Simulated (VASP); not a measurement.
Write the native input for VASP 6.6.1 that does the following.

```
Task                   : single point
Functional             : PBE
Potentials or basis    : VASP PAW PBE potentials, release 64 (Au)
Cutoff                 : 520 eV
k mesh                 : 17 × 17 × 17
Occupations            : fermi-dirac, width 0.1 eV
Spin                   : no spin polarisation
Dipole correction      : no
Further INCAR settings : ALGO = Normal; EDIFF = 1e-06; NBANDS = 12
```

The structure of Au lies in POSCAR:

```
Au
1.0
    0.0000000000      1.8279694812      1.8279694812
    1.8279694812      0.0000000000      1.8279694812
    1.8279694812      1.8279694812      0.0000000000
Au
1
Direct
    0.0000000000      0.0000000000      0.0000000000
```

This cell differs from its parent crystal: volume scaled by 0.68.

The input as run:

INCAR

```
SYSTEM = Au
ALGO     = Normal         ! electronic algorithm
EDIFF    = 1E-6           ! SCF threshold, eV
ENCUT    = 520            ! plane-wave cutoff, eV
GGA      = PE             ! functional
ISIF     = 2              ! what is computed and relaxed
ISMEAR   = -1             ! smearing method
LASPH    = .True.         ! aspherical terms in the spheres
LCHARG   = .False.        ! write CHGCAR
LREAL    = .False.        ! projectors in reciprocal space
LWAVE    = .False.        ! write WAVECAR
NBANDS   = 12             ! bands
NELM     = 100            ! most SCF steps
PREC     = Accurate       ! precision mode
SIGMA    = 0.1            ! smearing width, eV
```

KPOINTS

```
k-points
0
Gamma
  17 17 17
  0 0 0
```

Potentials or basis: VASP PAW PBE potentials, release 64 (Au).

Launch:

```sh
$ cat potpaw_PBE.64/Au/POTCAR > POTCAR
$ mpirun -np 1 vasp_std > vasp.out
```

It gave:

The pressure is 162.2 GPa.

It took 13 s on 1 thread of Intel(R) Xeon(R) Platinum 8488C (Sapphire Rapids) (shared host), peak memory 0.14 GiB.
